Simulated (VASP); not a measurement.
Crystal: Ge.

```
Ge
1.0
     4.05040    0.00000    0.00000
    -2.02520    3.50775    0.00000
     0.00000    0.00000   10.99336
Ge
4
Direct
  0.00000 0.00000 0.97745
  0.00000 0.00000 0.47745
  0.33333 0.66667 0.91485
  0.66667 0.33333 0.41485
```

```yaml
Program: VASP 6.6.1
Task: relaxation of cell and atoms
Functional: LDA
Potentials_or_basis: VASP PAW LDA potentials, release 64 (Ge_d)
Cutoff: 600 eV
k_mesh: 6 × 6 × 2
Occupations: fermi-dirac, width 0.1 eV
Spin: no spin polarisation
```

At the start: pressure -2.5 GPa; volume 39.05 Å³/atom.

Task: Where does the relaxation end?

Result: Over 30 steps the energy falls by 459.9 meV/atom and the volume is 18.99 Å³/atom (-51.4 %); space group P6_3/mmc (No. 194, to 0.05 Å).

Step by step:
```tsv
step	energy change (eV)	largest force (eV/Å)	pressure (GPa)	volume (Å³)
1	0.0000	0.2633	-2.51	156.19
2	-0.0674	0.0845	1.26	142.74
3	-0.0920	0.0470	-0.23	147.09
4	-0.0920	0.0352	-0.18	146.89
5	-0.0987	0.0054	-0.15	145.76
6	-0.1168	0.0915	0.12	142.36
7	-0.1462	0.2606	-0.48	135.48
8	-0.2058	0.4348	-0.35	121.33
9	-0.6025	0.5706	0.35	91.51
10	511.3998	0.0004	5262.34	25.60
11	-1.1351	0.2423	-2.82	90.32
12	-1.1918	0.3490	-0.96	87.60
13	-1.2087	0.4996	1.40	84.53
14	-1.2098	0.4699	1.06	85.18
15	-1.2402	0.4176	0.61	85.01
16	-1.2864	0.3096	0.07	84.59
17	-1.3129	0.3253	-1.43	83.68
18	-1.3361	0.3347	-1.45	83.25
19	-1.4141	0.4293	-2.28	81.97
20	-1.6211	0.5242	-2.07	79.46
21	-1.8020	0.1529	1.11	74.59
22	-1.8113	0.0391	0.05	75.67
23	-1.8123	0.0015	-0.07	75.43
24	-1.8327	0.0547	0.16	75.71
25	-1.8360	0.0824	0.04	75.86
26	-1.8360	0.0842	-0.17	75.87
27	-1.8374	0.0647	0.13	75.68
28	-1.8382	0.0393	0.46	75.41
29	-1.8393	0.0190	0.19	75.68
30	-1.8395	0.0001	-0.08	75.95
```

Final structure:
```
Ge
1.0
     3.76752    0.00000    0.00000
    -1.88376    3.26277    0.00000
     0.00000    0.00000    6.17826
Ge
4
Direct
  0.00000 0.00000 0.07111
  0.00000 0.00000 0.57111
  0.33333 0.66667 0.82119
  0.66667 0.33333 0.32119
```

Caveat: the volume moved by over 15 % at a fixed basis, so the end points are rough.
